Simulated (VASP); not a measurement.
Wanted: the native input for a VASP 6.6.1 run.

* Task: single point
* Functional: LDA
* Potentials or basis: VASP PAW LDA potentials, release 64 (C_h)
* Cutoff: 1300 eV
* k mesh: 12 × 12 × 12
* Occupations: gaussian, width 0.02 eV
* Spin: no spin polarisation
* Dipole correction: no
* Further INCAR settings: ALGO = Normal; EDIFF = 1e-06; NBANDS = 11

The structure of C lies in POSCAR:

```
C
1.0
    0.0000000000      1.7657234642      1.7657234642
    1.7657234642      0.0000000000      1.7657234642
    1.7657234642      1.7657234642      0.0000000000
C
2
Direct
    0.0000000000      0.0000000000      0.0000000000
    0.2500000000      0.2500000000      0.2500000000
```

The input as run:

INCAR

```
ALGO     = Normal         # electronic algorithm
EDIFF    = 1E-6           # SCF threshold, eV
ENCUT    = 1300           # plane-wave cutoff, eV
GGA      = CA             # functional
GGA_COMPAT= F            
ISIF     = 2              # what is computed and relaxed
ISMEAR   = 0              # smearing method
LASPH    = T              # aspherical terms in the spheres
LCHARG   = F              # write CHGCAR
LREAL    = F              # projectors in reciprocal space
LWAVE    = F              # write WAVECAR
NBANDS   = 11             # bands
NELM     = 120            # most SCF steps
PREC     = Accurate       # precision mode
SIGMA    = 0.02           # smearing width, eV
```

KPOINTS

```
k-points
0
Gamma
  12 12 12
```

Potentials or basis: VASP PAW LDA potentials, release 64 (C_h).

Command:

```bash
$ cat potpaw_LDA.64/C_h/POTCAR > POTCAR
$ mpirun -np 1 vasp_std > vasp.out
```

Results of the run:

```
Pressure               : 1.0 GPa
Band gap on the k mesh : 4.20 eV (least direct gap 5.63 eV)
```

Run time: 17 s on 1 thread of Intel(R) Xeon(R) Platinum 8375C CPU @ 2.90GHz (Ice Lake), on a shared host, peak memory 0.15 GiB.
